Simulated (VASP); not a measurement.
A run of VASP 6.6.1 is set up as follows.

Contents of INCAR:

```
PREC     = Accurate       # precision mode
ENCUT    = 600            # plane-wave cutoff, eV
EDIFF    = 1E-8           # SCF threshold, eV
ISMEAR   = -1             # smearing method
SIGMA    = 0.05           # smearing width, eV
LREAL    = F              # projectors in reciprocal space
LASPH    = T              # aspherical terms in the spheres
NELM     = 100            # most SCF steps
ALGO     = Normal         # electronic algorithm
ISIF     = 3              # what is computed and relaxed
LWAVE    = F              # write WAVECAR
LCHARG   = F              # write CHGCAR
GGA      = PS             # functional
NBANDS   = 8              # bands
IBRION   = 6              # ionic algorithm
NFREE    = 2            
POTIM    = 0.015          # step
NSW      = 1              # ionic steps
```

File KPOINTS:

```
regular mesh
0
Gamma
  8 8 8
```

POSCAR

```
Li
1.0
   -1.7546500000      1.7546500000      1.7546500000
    1.7546500000     -1.7546500000      1.7546500000
    1.7546500000      1.7546500000     -1.7546500000
Li
1
Direct
    0.0000000000      0.0000000000      0.0000000000
```

Potentials or basis: VASP PAW PBE potentials, release 64 (Li_sv).

The run is started by

```sh
$ cat potpaw_PBE.64/Li_sv/POTCAR > POTCAR
$ mpirun -np 1 vasp_std > vasp.out
```

(1) What does it give for the elastic constants C11, C12, C44?

(2) Estimate the Voigt bulk modulus.

Results:

(1) 6, 14, -8 GPa.

(2) 11 GPa.

Caveat: the cutoff is under 1.25 times the usual one of these potentials, so pressure, stress and relaxed cells hold a basis-set (Pulay) error; the elastic tensor has a negative eigenvalue, so either the cell is unstable as it stands or the mesh is too thin; the PAW data sets were made with another functional, which shifts forces and pressure a little.
